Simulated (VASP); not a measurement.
A run of VASP 6.6.1 is set up as follows.

Contents of INCAR:

```
SYSTEM = CuB7N8
ALGO = Normal
EDIFF = 1E-6
ENCUT = 600
GGA = PE
GGA_COMPAT = .FALSE.
ISIF = 2
ISMEAR = -1
ISPIN = 2
LASPH = .TRUE.
LCHARG = .FALSE.
LMAXMIX = 4
LORBIT = 11
LREAL = .FALSE.
LWAVE = .FALSE.
MAGMOM = 1 0 0 0 0 0 0 0 0 0 0 0 0 0 0 0
NBANDS = 54
NELM = 200
PREC = Accurate
SIGMA = 0.01
```

KPOINTS

```
k-points
0
G
  1 1 1
  0 0 0
```

File POSCAR:

```
CuB7N8
1.0
    0.0000000000      3.6200000000      3.6200000000
    3.6200000000      0.0000000000      3.6200000000
    3.6200000000      3.6200000000      0.0000000000
Cu B N
1 7 8
Direct
    0.0000000000      0.0000000000      0.0000000000
    0.0000000000      0.0000000000      0.5000000000
    0.0000000000      0.5000000000      0.0000000000
    0.0000000000      0.5000000000      0.5000000000
    0.5000000000      0.0000000000      0.0000000000
    0.5000000000      0.0000000000      0.5000000000
    0.5000000000      0.5000000000      0.0000000000
    0.5000000000      0.5000000000      0.5000000000
    0.1250000000      0.1250000000      0.1250000000
    0.1250000000      0.1250000000      0.6250000000
    0.1250000000      0.6250000000      0.1250000000
    0.1250000000      0.6250000000      0.6250000000
    0.6250000000      0.1250000000      0.1250000000
    0.6250000000      0.1250000000      0.6250000000
    0.6250000000      0.6250000000      0.1250000000
    0.6250000000      0.6250000000      0.6250000000
```

Potentials or basis: VASP PAW PBE potentials, release 64 (Cu, B, N).

The run is started by

```sh
$ cat potpaw_PBE.64/Cu/POTCAR potpaw_PBE.64/B/POTCAR potpaw_PBE.64/N/POTCAR > POTCAR
$ mpirun -np 1 vasp_gam > vasp.out
```

What does it give for the site moments?

Cu +0.67; B -0.01, -0.00 (each value once); N +0.28, +0.02 (each value once) μB.

What does it give for the pressure?

67.7 GPa.

Caveat: the k points lie up to 1.50 Å⁻¹ apart, too coarse for converged energies, forces and pressures; a cell with one magnetic atom can't hold antiferromagnetic order, which such compounds often take.
